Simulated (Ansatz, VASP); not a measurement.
**Cu: VASP beside Ansatz**

Contents of INCAR:

```
PREC = Accurate
ENCUT = 600
EDIFF = 1E-6
ISMEAR = -1
SIGMA = 0.05
LREAL = False
LASPH = True
NELM = 120
ALGO = Normal
ISIF = 2
LWAVE = False
LCHARG = True
GGA = PS
LELF = True
LVHAR = True
NBANDS = 12
GGA_COMPAT = False
```

File KPOINTS:

```
Automatic mesh
0
Gamma
  13 13 13
```

POSCAR

```
Cu
1.0
   -1.4725447660      1.4725447660      1.3210381920
    1.4725447660     -1.4725447660      1.3210381920
    1.4725447660      1.4725447660     -1.3210381920
Cu
1
Direct
    0.0000000000      0.0000000000      0.0000000000
```

File input.yaml:

```yaml
crystal:
  lattice:
    - [-1.472544766, 1.472544766, 1.321038192]
    - [1.472544766, -1.472544766, 1.321038192]
    - [1.472544766, 1.472544766, -1.321038192]
  atoms:
    - { symbol: Cu, position: [0.0, 0.0, 0.0] }
kpoints:
  mp_grid: { grid: [13, 13, 13] }
scf:
  occupations: { method: fermi_dirac, width: 0.05 }
hamiltonian:
  xc: pbesol
  pseudopotentials: { kind: all_electron, lapw: { basis_error: 0.001 } }
output:
  forces: true
  stress: true
  eigenvalues: true
```

Change from the starting cell: strain_z_fixed_volume = -0.04.

Alike in both runs: task single point; functional PBEsol; k mesh 13 × 13 × 13; occupations fermi-dirac, width 0.05 eV; no spin polarisation.

```csv
,VASP,Ansatz
version,VASP 6.6.1,Ansatz 0.2.0
potentials or method,"VASP PAW PBE potentials, release 64 (Cu), cutoff 600 eV","all-electron LAPW, scalar-relativistic"
```

|  | VASP | Ansatz | Ansatz less VASP |
| --- | --- | --- | --- |
| gap on the k mesh at the Fermi level (eV) | none | none | - |
| pressure (GPa) | -0.2 | -1.0 | -0.77 |

VASP's potentials were made for PBE, not for PBEsol. A gap of «none» marks a metal or a gap that the smearing closes. Ansatz ran all-electron here, and VASP with PAW potentials.
